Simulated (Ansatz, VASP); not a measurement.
## One calculation of Bi2Se3, two programs

The input INCAR:

```
SYSTEM = Bi2Se3
PREC = Accurate
ENCUT = 500
EDIFF = 1E-6
ISMEAR = -1
SIGMA = 0.05
LREAL = .FALSE.
LASPH = .TRUE.
NELM = 120
ALGO = Normal
ISIF = 2
LWAVE = .FALSE.
LCHARG = .FALSE.
GGA = LIBXC
LIBXC1 = GGA_X_B88
LIBXC2 = GGA_C_PBE
NBANDS = 32
GGA_COMPAT = .FALSE.
```

Contents of KPOINTS:

```
Automatic mesh
0
G
  8 8 8
  0 0 0
```

Contents of POSCAR:

```
Bi2Se3
1.0
    2.0292126242      1.1715664548      9.3504759364
   -2.0292126242      1.1715664548      9.3504759364
    0.0000000000     -2.3431329097      9.3504759364
Bi Se
2 3
Direct
    0.5992000000      0.5992000000      0.5992000000
    0.4008000000      0.4008000000      0.4008000000
    0.7883000000      0.7883000000      0.7883000000
    0.2117000000      0.2117000000      0.2117000000
    0.0000000000      0.0000000000      0.0000000000
```

Contents of input.yaml:

```yaml
crystal:
  lattice:
    - [2.0292126242, 1.1715664548, 9.3504759364]
    - [-2.0292126242, 1.1715664548, 9.3504759364]
    - [0.0, -2.3431329097, 9.3504759364]
  atoms:
    - { symbol: Bi, position: [0.5992, 0.5992, 0.5992] }
    - { symbol: Bi, position: [0.4008, 0.4008, 0.4008] }
    - { symbol: Se, position: [0.7883, 0.7883, 0.7883] }
    - { symbol: Se, position: [0.2117, 0.2117, 0.2117] }
    - { symbol: Se, position: [0.0, 0.0, 0.0] }
hamiltonian:
  xc: { exchange: b88, correlation: pbe }
  pseudopotentials: { kind: paw }
kpoints:
  mp_grid: { grid: [8, 8, 8] }
scf:
  occupations: { method: fermi_dirac, width: 0.05 }
output:
  forces: true
  stress: true
  eigenvalues: true
```

Alike in both runs: task single point; functional b88 exchange, pbe correlation; k mesh 8 × 8 × 8; occupations fermi-dirac, width 0.05 eV; no spin polarisation.

|  | VASP | Ansatz |
| --- | --- | --- |
| version | VASP 6.6.1 | Ansatz 0.2.0 |
| potentials or method | VASP PAW PBE potentials, release 64 (Bi_d, Se) | Ansatz PAW |
| plane-wave cutoff (eV) | 500 | 420 |
| valence electrons in the cell | 48 | 78 |

Ansatz gave:

| Quantity | Value |
| --- | --- |
| gap on the k mesh at the Fermi level (eV) | 0.16 |
| least direct gap on the mesh (eV) | 0.16 |
| pressure (GPa) | 7.1 |
| traceless stress, the component that is largest in VASP (GPa) | -0.06 |
| rms of the force components (eV/Å) | 0.278 |

Estimate VASP's values.

gap on the k mesh at the Fermi level (eV): 0.16; least direct gap on the mesh (eV): 0.16; pressure (GPa): 7.2; traceless stress, the component that is largest in VASP (GPa): -0.06; rms of the force components (eV/Å): 0.285.

VASP's potentials were made for PBE, not for b88 exchange, pbe correlation. Atom by atom the forces differ by 0.007 eV/Å (rms over components). The functional is the same, so the differences come from potentials, cutoffs and numerics. VASP's potentials hold 48 valence electrons a cell and Ansatz's 78, so a difference there can come from the potentials and not from the codes.

Spin-orbit coupling is off throughout.
